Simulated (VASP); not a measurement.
# Al4Cu2H in VASP: notebook, part 2 of 2

VASP 6.6.1.

## 4. Single point, PBE

File INCAR:

```
PREC = Accurate ; ENCUT = 520
EDIFF = 1E-6 ; ISMEAR = 0
SIGMA = 0.1 ; LREAL = False
LASPH = True ; NELM = 80
ALGO = Normal ; ISIF = 2
LWAVE = False ; LCHARG = True
LDIPOL = True ; IDIPOL = 3
DIPOL = 0.5 0.5 0.337 ; GGA = PE
LELF = True ; LVHAR = True
LVACPOTAV = True ; NBANDS = 26
```

File KPOINTS:

```
regular mesh
0
Gamma
  9 9 1
```

File POSCAR:

```
Al4Cu2H
1.0
    4.0889418899      0.0000000000      0.0000000000
    2.0442840433      3.5412354524      0.0000000000
    0.0000000000      0.0000000000     20.3610078836
Al Cu H
4 2 1
Direct
    0.6667174561      0.6667174561      0.1964539291
    0.3334044385      0.3334044385      0.2784404877
    0.0000542489      0.0000542489      0.3605162434
    0.6667259434      0.6667259434      0.4351949537
    0.0000609473      0.0000609473      0.2374472084
    0.3333908767      0.3333908767      0.4027831442
    1.0000592768      1.0000592768      0.4509893892
```

Potentials or basis: VASP PAW PBE potentials, release 64 (Al, Cu, H).

Started as:

```console
cat potpaw_PBE.64/Al/POTCAR potpaw_PBE.64/Cu/POTCAR potpaw_PBE.64/H/POTCAR > POTCAR
mpirun -np 1 vasp_std > vasp.out
```

OUTCAR:

```text
PREC = Accurate
   ENCUT = 520
   EDIFF = 1E-6
   ISMEAR = 0
   LREAL = False
   LASPH = True
   NELM = 80
   ISIF = 2
   GGA = PE

 ion  position               nearest neighbor table
   1  0.667  0.667  0.196-   5 2.50   5 2.50   5 2.50   2 2.89   2 2.89   2 2.89
   2  0.333  0.333  0.278-   5 2.50   5 2.50   5 2.50   6 2.53   1 2.89   1 2.89   1 2.89   3 2.89
                             3 2.89   3 2.89
   3  0.000  0.000  0.361-   7 1.84   5 2.51   6 2.51   6 2.51   6 2.51   4 2.81   4 2.81   4 2.81
                             2 2.89   2 2.89   2 2.89
   4  0.667  0.667  0.435-   6 2.45   6 2.45   6 2.45   3 2.81   3 2.81   3 2.81
   5  0.000  0.000  0.237-   1 2.50   2 2.50   1 2.50   2 2.50   1 2.50   2 2.50   3 2.51
   6  0.333  0.333  0.403-   4 2.45   4 2.45   4 2.45   3 2.51   3 2.51   3 2.51   2 2.53
   7  0.000  0.000  0.451-   3 1.84

  LATTYP: Found a base centered orthorhombic cell.
 ALAT       =     4.0891287873
 B/A-ratio  =     1.7319452535
 C/A-ratio  =     4.9793021797

  Lattice vectors:

 A1 = (  -2.0442840433,  -3.5412354524,   0.0000000000)
 A2 = (   4.0889418899,   0.0000000000,   0.0000000000)
 A3 = (   0.0000000000,   0.0000000000,  20.3610078836)

Analysis of symmetry for initial positions (statically):
[... 199 lines left out ...]
      5      -4.8390      2.00000
      6      -4.5009      2.00000
[... 685 lines left out ...]
     25       4.2102      0.00000
     26       5.1391      0.00000

 [... further k-points ...]

------------------------ aborting loop because EDIFF is reached ----------------------------------------

  FORCE on cell =-STRESS in cart. coord.  units (eV):
  Direction    XX          YY          ZZ          XY          YZ          ZX
  --------------------------------------------------------------------------------------
  -------------------------------------------------------------------------------------
  Total        0.3614716      0.3598626     -0.2808801      0.0013936     -0.0000955     -0.0001654
  in kB        1.9643540      1.9556100     -1.5263935      0.0075734     -0.0005190     -0.0008989
  external PRESSURE =       0.7978568 kB  Pullay stress =       0.0000000 kB

 VOLUME and BASIS-vectors are now :
 -----------------------------------------------------------------------------
  energy-cutoff  :      520.00
  volume of cell :      294.83
      direct lattice vectors                 reciprocal lattice vectors
     4.088941890  0.000000000  0.000000000     0.244562047 -0.141180754  0.000000000
     2.044284043  3.541235452  0.000000000     0.000000000  0.282387323  0.000000000
     0.000000000  0.000000000 20.361007884     0.000000000  0.000000000  0.049113482

 POSITION                                       TOTAL-FORCE (eV/Angst)
 -----------------------------------------------------------------------------------
      4.08913      2.36100      4.00000         0.000232      0.000134      0.536972
      2.04484      1.18066      5.66933        -0.000311     -0.000180     -0.190591
      0.00033      0.00019      7.34047         0.000014      0.000008     -0.395890
      4.08918      2.36103      8.86101         0.000135      0.000078      0.272948
      0.00037      0.00022      4.83466         0.000044      0.000025     -0.295699
      2.04476      1.18062      8.20107        -0.000117     -0.000068      0.075604
      0.00036      0.00021      9.18260         0.000003      0.000002     -0.003344
 -----------------------------------------------------------------------------------
    total drift:                                0.000100      0.000058     -0.002436

  FREE ENERGIE OF THE ION-ELECTRON SYSTEM (eV)
  ---------------------------------------------------
  free  energy   TOTEN  =       -23.4733912072 eV

  energy  without entropy=      -23.4649015419  energy(sigma->0) =      -23.46914637

 vacuum level on the upper side and lower side of the slab         3.704         3.788
```

stdout:

```text
POSCAR found type information on POSCAR AlCuH
 POSCAR found :  3 types and       7 ions
 scaLAPACK will be used
 LDA part: xc-table for (Slater+PW92), standard interpolation
 POSCAR, INCAR and KPOINTS ok, starting setup
 FFT: planning ... GRIDC
 FFT: planning ... GRID_SOFT
 FFT: planning ... GRID
 WAVECAR not read
 entering main loop
 -----------------------------------------------------------------------------
|                                                                             |
|           W    W    AA    RRRRR   N    N  II  N    N   GGGG   !!!           |
|           W    W   A  A   R    R  NN   N  II  NN   N  G    G  !!!           |
|           W    W  A    A  R    R  N N  N  II  N N  N  G       !!!           |
|           W WW W  AAAAAA  RRRRR   N  N N  II  N  N N  G  GGG   !            |
|           WW  WW  A    A  R   R   N   NN  II  N   NN  G    G                |
|           W    W  A    A  R    R  N    N  II  N    N   GGGG   !!!           |
|                                                                             |
|     Did not find any points to average over, which means that no vacuum     |
|     field-free region was found. Please increase the size of  your cell     |
|     in the dimension of the dipole correction to obtain accurate            |
|     workfunction values.                                                    |
|                                                                             |
 -----------------------------------------------------------------------------
```

It took 6.4 min on 1 thread of Intel Xeon Platinum 8488C (Sapphire Rapids), shared host; peak memory 0.45 GiB.

Results:

| Item | Value |
| --- | --- |
| Free energy | -23.4734 eV |
| Largest force | 0.537 eV/Å |
| Band gap on the k mesh | zero (an odd number of electrons rules out a gap without spin polarisation) |

Forces on the atoms (eV/Å):
```
Al   0.000  0.000  0.537
Al   0.000  0.000 -0.191
Al   0.000  0.000 -0.396
Al   0.000  0.000  0.273
Cu   0.000  0.000 -0.296
Cu   0.000  0.000  0.076
H    0.000  0.000 -0.003
```

## 5. Overview

| cell | gap on the mesh (eV) | largest force (eV/Å) |
| --- | --- | --- |
| as given, atomic positions A | none | 0.77 |
| as given, atomic positions B | none | 0.63 |
| as given, atomic positions C | none | 0.54 |

Alike in all rows: task single point; level PBE; potentials or basis VASP PAW PBE potentials, release 64 (Al, Cu, H); no spin polarisation; k mesh 9 × 9 × 1; cutoff (eV) 520; smearing gaussian 0.1 eV.

Total energies depend on the potentials used, so only differences within one code and one set of settings carry meaning.
